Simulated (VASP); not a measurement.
A run of VASP 6.6.1:

INCAR

```
SYSTEM = Lu4C3
  PREC = Accurate
  ENCUT = 520
  EDIFF = 1E-6
  ISMEAR = 0
  SIGMA = 0.1
  LREAL = .False.
  LASPH = .True.
  NELM = 100
  ALGO = Normal
  ISIF = 2
  LWAVE = .False.
  LCHARG = .False.
  GGA = PE
  NBANDS = 65
```

The input KPOINTS:

```
Automatic mesh
0
Gamma
  4 4 4
  0 0 0
```

File POSCAR:

```
Lu4C3
1.0
    4.8962447362      0.0000000000      0.0000000000
    0.0000000000      4.8962447362      0.0000000000
    0.0000000000      0.0000000000      4.8962447362
Lu C
4 3
Direct
    0.5000000000      0.0000000000      0.0000000000
    0.0000000000      0.5000000000      0.0000000000
    0.0000000000      0.0000000000      0.5000000000
    0.5000000000      0.5000000000      0.5000000000
    0.0000000000      0.5000000000      0.5000000000
    0.5000000000      0.0000000000      0.5000000000
    0.5000000000      0.5000000000      0.0000000000
```

Potentials or basis: VASP PAW PBE potentials, release 64 (Lu, C).

The run is started by

```console
$ cat potpaw_PBE.64/Lu/POTCAR potpaw_PBE.64/C/POTCAR > POTCAR
$ mpirun -np 1 vasp_std > vasp.out
```

Hardware: 1 thread of Intel(R) Xeon(R) 6975P-C (Granite Rapids), on a shared host.

Task: Estimate the wall time of this run.

Result: Wall time 43 s on 1 thread of Intel(R) Xeon(R) 6975P-C (Granite Rapids), on a shared host, peak memory 0.23 GiB. Counts: scf iterations 17, k points 10.
